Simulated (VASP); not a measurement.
# MgSn2Se3 (P1) in VASP: single point with PBEsol

Aim: the single point of MgSn2Se3 with PBEsol.

All numbers are computed with VASP 6.6.1; they aren't measurements. Logs are shortened: lines on timing, memory, paths and dates and some standing lists are left out, and cuts for length are marked.

### Step 1. The cell of the first run

The typed cell holds 6 atoms: a = 4.187 Å, b = 4.187 Å, c = 11.784 Å, α = 69.29°, β = 110.70°, γ = 120.02°.

### Step 2. Single point, PBEsol

INCAR reads:

```
  PREC = Accurate
  ENCUT = 520
  EDIFF = 1E-7
  ISMEAR = -1
  SIGMA = 0.05
  LREAL = F
  LASPH = T
  NELM = 80
  ALGO = Normal
  ISIF = 2
  LWAVE = F
  LCHARG = F
  GGA = PS
  NBANDS = 33
```

KPOINTS reads:

```
Automatic mesh
0
Gamma
  6 6 2
```

POSCAR reads:

```
MgSn2Se3
1.0
    4.1262844602      0.0354356703     -0.7095854546
   -2.0341349614      3.5903862882      0.7098032859
   -2.2619432116      1.3074710487     11.4908065519
Mg Sn Se
1 2 3
Direct
    0.2494135458      0.7591961298      0.6610570843
    0.1667914801     -0.1574403350      1.0344735193
    0.7199986947      0.2888724628      0.3660430025
   -0.0394703456      0.0484845752      0.2263179787
    0.5243842774      0.4842985018      0.5731181783
    0.4108058917      0.5986140040      0.9001637692
```

Potentials or basis: VASP PAW PBE potentials, release 64 (Mg, Sn_d, Se).

The run is started by

```
$ cat potpaw_PBE.64/Mg/POTCAR potpaw_PBE.64/Sn_d/POTCAR potpaw_PBE.64/Se/POTCAR > POTCAR
$ mpirun -np 1 vasp_std > vasp.out
```

OUTCAR:

```text
PREC = Accurate
   ENCUT = 520
   EDIFF = 1E-7
   ISMEAR = -1
   LREAL = F
   LASPH = T
   NELM = 80
   ISIF = 2
   GGA = PS

 ion  position               nearest neighbor table
   1  0.249  0.759  0.661-   6 2.57   5 2.60   5 2.60   5 2.60
   2  0.167  0.843  0.034-   6 2.81   6 2.82   6 2.82   4 3.18   4 3.18   4 3.18
   3  0.720  0.289  0.366-   4 2.85   4 2.85   4 2.85
   4  0.961  0.048  0.226-   3 2.85   3 2.85   3 2.85   2 3.18   2 3.18   2 3.18
   5  0.524  0.484  0.573-   1 2.60   1 2.60   1 2.60
   6  0.411  0.599  0.900-   1 2.57   2 2.81   2 2.82   2 2.82

  LATTYP: Found a triclinic cell.
 ALAT       =     4.1870025855
 B/A-ratio  =     0.9997913134
 C/A-ratio  =     2.6345791918
 COS(alpha) =     0.0002041734
 COS(beta)  =     0.1918308369
 COS(gamma) =     0.4998554682

  Lattice vectors:

 A1 = (   4.1262844602,   0.0354356703,  -0.7095854546)
 A2 = (   2.0921494988,   3.6258219585,   0.0002178313)
 A3 = (   3.8984762100,  -2.2474795692,  10.0714178114)

Analysis of symmetry for initial positions (statically):
=====================================================================
 Subroutine PRICEL returns:
 Original cell was already a primitive cell.

 Routine SETGRP: Setting up the symmetry group for a
 triclinic supercell.

 Subroutine GETGRP returns: Found  1 space group operations
 (whereof  1 operations were pure point group operations)
 out of a pool of  2 trial point group operations.

The static configuration has the point symmetry C_1 .

Analysis of symmetry for dynamics (positions and initial velocities):
=====================================================================
 Subroutine PRICEL returns:
 Original cell was already a primitive cell.

 Routine SETGRP: Setting up the symmetry group for a
 triclinic supercell.

 Subroutine GETGRP returns: Found  1 space group operations
 (whereof  1 operations were pure point group operations)
 out of a pool of  2 trial point group operations.

The dynamic configuration has the point symmetry C_1 .

 Subroutine INISYM returns: Found  1 space group operations
 (whereof  1 operations are pure point group operations),
 and found     1 'primitive' translations

----------------------------------------------------------------------------------------

                                     Primitive cell

  volume of cell :     163.3022

  direct lattice vectors                    reciprocal lattice vectors
     4.126284460  0.035435670 -0.709585455     0.246955497  0.133300780  0.033445207
    -2.034134961  3.590386288  0.709803286    -0.008174700  0.280518462 -0.033527714
    -2.261943212  1.307471049 11.490806552     0.015755070 -0.009096370  0.091162471

  length of vectors
     4.187002585  4.187170816 11.784078362     0.282621120  0.282633226  0.092960003

  position of ions in fractional coordinates (direct lattice)
     0.249413546  0.759196130  0.661057084
     0.166791480  0.842559665  0.034473519
     0.719998695  0.288872463  0.366043002
     0.960529654  0.048484575  0.226317979
     0.524384277  0.484298502  0.573118178
     0.410805892  0.598614004  0.900163769

  ion indices of the primitive-cell ions
   primitive index   ion index
                 1           1
                 2           2
                 3           3
                 4           4
                 5           5
                 6           6

----------------------------------------------------------------------------------------

 KPOINTS: Automatic mesh

Automatic generation of k-mesh.
 Grid dimensions read from file:
 generate k-points for:    6    6    2

 Generating k-lattice:

  Cartesian coordinates                     Fractional coordinates (reciprocal lattice)
     0.041159250  0.022216797  0.005574201     0.166666667  0.000000000 -0.000000000
    -0.001362450  0.046753077 -0.005587952    -0.000000000  0.166666667  0.000000000
     0.007877535 -0.004548185  0.045581235     0.000000000  0.000000000  0.500000000

  Length of vectors
     0.047103520  0.047105538  0.046480002

  Shift w.r.t. Gamma in fractional coordinates (k-lattice)
     0.000000000  0.000000000  0.000000000

 Subroutine IBZKPT returns following result:
 ===========================================

 Found     40 irreducible k-points:

 Following reciprocal coordinates:
            Coordinates               Weight
  0.000000  0.000000  0.000000      1.000000
  0.166667  0.000000  0.000000      2.000000
  0.333333  0.000000 -0.000000      2.000000
  0.500000  0.000000 -0.000000      1.000000
  0.000000  0.166667  0.000000      2.000000
  0.166667  0.166667  0.000000      2.000000
[... 16 lines left out ...]
  0.333333  0.000000  0.500000      2.000000
  0.500000  0.000000  0.500000      1.000000
 [... further k-points ...]
   k-points           NKPTS =     40   k-points in BZ     NKDIM =     40   number of bands    NBANDS=     33
   number of dos      NEDOS =    301   number of ions     NIONS =      6
   total plane-waves  NPLWV =  92160
   dimension x,y,z NGX =    32 NGY =   32 NGZ =   90
   dimension x,y,z NGXF=    64 NGYF=   64 NGZF=  180
   ions per type =               1   2   3
   NGX,Y,Z   is equivalent  to a cutoff of  12.71, 12.71, 12.70 a.u.
   NGXF,Y,Z  is equivalent  to a cutoff of  25.41, 25.41, 25.39 a.u.
 SYSTEM =  unknown system
   PREC   = accura    normal or accurate (medium, high low for compatibility)
   ISTART =      0    job   : 0-new  1-cont  2-samecut
   ICHARG =      2    charge: 1-file 2-atom 10-const
   ISPIN  =      1    spin polarized calculation?
   LNONCOLLINEAR =      F non collinear calculations
   LSORBIT =      F    spin-orbit coupling
   LASPH  =      T    aspherical Exc in radial PAW
   ENCUT  =  520.0 eV  38.22 Ry    6.18 a.u.   7.79  7.79 21.91*2*pi/ulx,y,z
   NELM   =     80;   NELMIN=  2; NELMDL= -5     # of ELM steps
   EDIFF  = 0.1E-06   stopping-criterion for ELM
   LREAL  =      F    real-space projection
   EDIFFG = 0.1E-05   stopping-criterion for IOM
   NSW    =      0    number of steps for IOM
   IBRION =     -1    ionic relax: 0-MD 1-quasi-New 2-CG
   NFREE  =      0    steps in history (QN), initial steepest desc. (CG)
   ISIF   =      2    stress and relaxation
   ISYM   =      2    0-nonsym 1-usesym 2-fastsym
   POTIM  = 0.5000    time-step for ionic-motion
   TEBEG  =    0.0;   TEEND  =   0.0 temperature during run
   PSTRESS=    0.0 pullay stress
   NELECT =      48.0000    total number of electrons
   NUPDOWN=      -1.0000    fix difference up-down
   EMIN   =  10.00;   EMAX   =-10.00  energy-range for DOS
   EFERMI =   0.00;   METHOD = LEGACY
   ISMEAR =    -1;   SIGMA  =   0.05  broadening in eV -4-tet -1-fermi 0-gaus
   EFERMI_NEDOS =   21; number of points for ismear=-14 and -15
   IALGO  =     38    algorithm
   IMIX   =      4    mixing-type and parameters
     AMIX     =   0.40;   BMIX     =  1.00
     AMIX_MAG =   1.60;   BMIX_MAG =  1.00
  volume/ion in A,a.u.               =      27.22       183.67
  Fermi-wavevector in a.u.,A,eV,Ry     =   1.088490  2.056948 16.120331  1.184811
  Thomas-Fermi vector in A             =   2.224673
   LORBIT       =      0    0 simple, 1 ext, 2 COOP (PROOUT), +10 PAW based schemes
   GGA     = PS    functional components
   LHFCALC =     F    Hartree Fock is set to
   AEXX    =    0.0000 exact exchange contribution
   IVDW    =     0    specifies the selected vdW correction
   LEPSILON=     F    determine dielectric tensor
   LRPA    =     F    only Hartree local field effects (RPA)
 non-spin polarized calculation
  energy-cutoff  :      520.00
  volume of cell :      163.30
 maximum number of plane-waves:      4430
   NGX = 15   NGY = 15   NGZ = 43

 number of electron      48.0000002 magnetization

 Free energy of the ion-electron system (eV)
  ---------------------------------------------------
  ext. energy  EPLUGINS =         0.00000000
  ---------------------------------------------------
  free energy    TOTEN  =       -25.62660992 eV

  energy without entropy =      -25.62659456  energy(sigma->0) =      -25.62660224

 E-fermi :   4.4723     XC(G=0):  -9.2477

 val. band max:        4.0640530902   @ k =   0.0000   0.0000   0.0000
 cond. band min:       4.8728348161   @ k =   0.0000   0.0000   0.0000
 fundamental gap:      0.8087817258
 Fermi energy:         4.4722823325

 k-point     1 :       0.0000    0.0000    0.0000
  band No.  band energies     occupation
      1     -17.1534      2.00000
      2     -17.1534      2.00000
      3     -17.1427      2.00000
      4     -17.1369      2.00000
      5     -17.1369      2.00000
      6     -17.0689      2.00000
[... 25 lines left out ...]
     32       9.3597      0.00000
     33       9.8137      0.00000

 k-point     2 :       0.1667    0.0000    0.0000
  band No.  band energies     occupation
      1     -17.1567      2.00000
      2     -17.1495      2.00000
      3     -17.1406      2.00000
      4     -17.1385      2.00000
      5     -17.1368      2.00000
      6     -17.0719      2.00000
[... 25 lines left out ...]
     32       8.8333      0.00000
     33       9.6886      0.00000

 k-point     3 :       0.3333    0.0000   -0.0000
  band No.  band energies     occupation
      1     -17.1643      2.00000
      2     -17.1445      2.00000
      3     -17.1439      2.00000
      4     -17.1339      2.00000
      5     -17.1332      2.00000
      6     -17.0790      2.00000
[... 25 lines left out ...]
     32       9.3222      0.00000
     33      10.0241      0.00000

 k-point     4 :       0.5000    0.0000   -0.0000
  band No.  band energies     occupation
      1     -17.1685      2.00000
      2     -17.1457      2.00000
      3     -17.1438      2.00000
      4     -17.1306      2.00000
      5     -17.1300      2.00000
      6     -17.0829      2.00000
[... 25 lines left out ...]
     32       9.3301      0.00000
     33       9.7149      0.00000

 k-point     5 :       0.0000    0.1667    0.0000
  band No.  band energies     occupation
      1     -17.1567      2.00000
      2     -17.1495      2.00000
      3     -17.1406      2.00000
      4     -17.1385      2.00000
      5     -17.1368      2.00000
      6     -17.0718      2.00000
[... 604 lines left out ...]
 k-point    22 :       0.1667   -0.0000    0.5000
  band No.  band energies     occupation
      1     -17.1567      2.00000
      2     -17.1495      2.00000
      3     -17.1406      2.00000
      4     -17.1385      2.00000
      5     -17.1368      2.00000
      6     -17.0719      2.00000
[... 25 lines left out ...]
     32       8.8431      0.00000
     33       9.9547      0.00000

 k-point    23 :       0.3333    0.0000    0.5000
  band No.  band energies     occupation
      1     -17.1643      2.00000
      2     -17.1445      2.00000
      3     -17.1439      2.00000
      4     -17.1339      2.00000
      5     -17.1332      2.00000
      6     -17.0790      2.00000
[... 25 lines left out ...]
     32       9.2495      0.00000
     33       9.7184      0.00000

 k-point    24 :       0.5000    0.0000    0.5000
  band No.  band energies     occupation
      1     -17.1685      2.00000
      2     -17.1457      2.00000
      3     -17.1438      2.00000
      4     -17.1306      2.00000
      5     -17.1301      2.00000
      6     -17.0829      2.00000
[... 25 lines left out ...]
     32       9.4636      0.00000
     33      10.2307      0.00000

 [... further k-points ...]

------------------------ aborting loop because EDIFF is reached ----------------------------------------

  FORCE on cell =-STRESS in cart. coord.  units (eV):
  Direction    XX          YY          ZZ          XY          YZ          ZX
  --------------------------------------------------------------------------------------
  -------------------------------------------------------------------------------------
  Total        0.0324019      0.0333935      0.0087320      0.0010580      0.0047181     -0.0109518
  in kB        0.3178990      0.3276271      0.0856707      0.0103803      0.0462901     -0.1074489
  external PRESSURE =       0.2437323 kB  Pullay stress =       0.0000000 kB

 VOLUME and BASIS-vectors are now :
 -----------------------------------------------------------------------------
  energy-cutoff  :      520.00
  volume of cell :      163.30
      direct lattice vectors                 reciprocal lattice vectors
     4.126284460  0.035435670 -0.709585455     0.246955497  0.133300780  0.033445207
    -2.034134961  3.590386288  0.709803286    -0.008174700  0.280518462 -0.033527714
    -2.261943212  1.307471049 11.490806552     0.015755070 -0.009096370  0.091162471

 POSITION                                       TOTAL-FORCE (eV/Angst)
 -----------------------------------------------------------------------------------
     -2.01043      3.59896      7.95798         0.000081      0.000004     -0.000381
     -1.10363      3.07610      0.87583         0.002468     -0.001843      0.016907
      1.55535      1.54127      3.90027         0.003670     -0.001733      0.017159
      3.35288      0.50402      1.95341        -0.003178      0.001813     -0.017485
     -0.11773      2.50674      6.55725         0.001105     -0.000478      0.002788
     -1.55868      3.34075     10.47700        -0.004145      0.002237     -0.018987
 -----------------------------------------------------------------------------------
    total drift:                               -0.000023      0.000002     -0.000239

  FREE ENERGIE OF THE ION-ELECTRON SYSTEM (eV)
  ---------------------------------------------------
  free  energy   TOTEN  =       -25.6266099170 eV

  energy  without entropy=      -25.6265945613  energy(sigma->0) =      -25.62660224
```

Run time: 4 min. Hardware: 1 thread of Intel Xeon Platinum 8259CL at 2.50GHz (Skylake/Cascade Lake), shared host; peak memory 0.4 GiB.

What came out:

```
Free energy            : -25.6266 eV
Pressure               : 0.0 GPa
Largest force          : 0.020 eV/Å
Band gap on the k mesh : 0.81 eV
```

Forces on the atoms (eV/Å):
```
Mg   0.000  0.000  0.000
Sn   0.002 -0.002  0.017
Sn   0.004 -0.002  0.017
Se  -0.003  0.002 -0.017
Se   0.001  0.000  0.003
Se  -0.004  0.002 -0.019
```

Caveat: the PAW data sets were made with another functional, which shifts forces and pressure a little; spin-orbit coupling is left out, which moves the levels of the heavy elements. A k mesh can miss the band edges.
